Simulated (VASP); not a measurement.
Runs of VASP 6.6.1 on La2Zr2O. The structure is that of space group P4/mmm (No. 123), or close to it. The cells are those of the table. 

```tsv
task	cell	k mesh	cutoff (eV)	gap on the mesh (eV)	pressure (GPa)	relaxed volume (Å³/atom)	largest force (eV/Å)
single point	a = 5.031, b = 5.031, c = 6.684 Å, 5 atoms	8 × 8 × 6	520	none	0.1	-	0.09
single point	a = 4.984, b = 4.984, c = 6.711 Å, 5 atoms	4 × 4 × 4	520	none	0.3	-	0.10
relaxation of cell and atoms	relaxed from a = 4.984, b = 4.984, c = 6.711 Å, 5 atoms	8 × 8 × 6	600	none	0.0	33.80	-
single point	a = 4.301, b = 4.301, c = 6.225 Å, 5 atoms	4 × 4 × 4	520	none	35.8	-	(a)
relaxation of cell and atoms	relaxed from a = 4.301, b = 4.301, c = 6.225 Å, 5 atoms	4 × 4 × 4	600	none	-0.1	(b)	0.02
```

Alike in all rows: level PBE; potentials or basis VASP PAW PBE potentials, release 64 (La, Zr_sv, O); no spin polarisation; smearing gaussian 0.1 eV.

Question: Fill in the values left out.

Answer: (a) 3.85; (b) 33.60.

Caveats: some runs use coarse meshes; spin-orbit coupling is left out, which moves the levels of the heavy elements; forces of over 1 eV/Å act on the atoms, so gaps and moduli don't describe the material at rest (some runs); the volume moved by over 15 % at a fixed basis, so the end points are rough (some runs).

A k mesh can miss the band edges, and the runs leave out spin-orbit coupling on La, Zr.

A gap of «none» marks levels without a gap at the run's occupations.
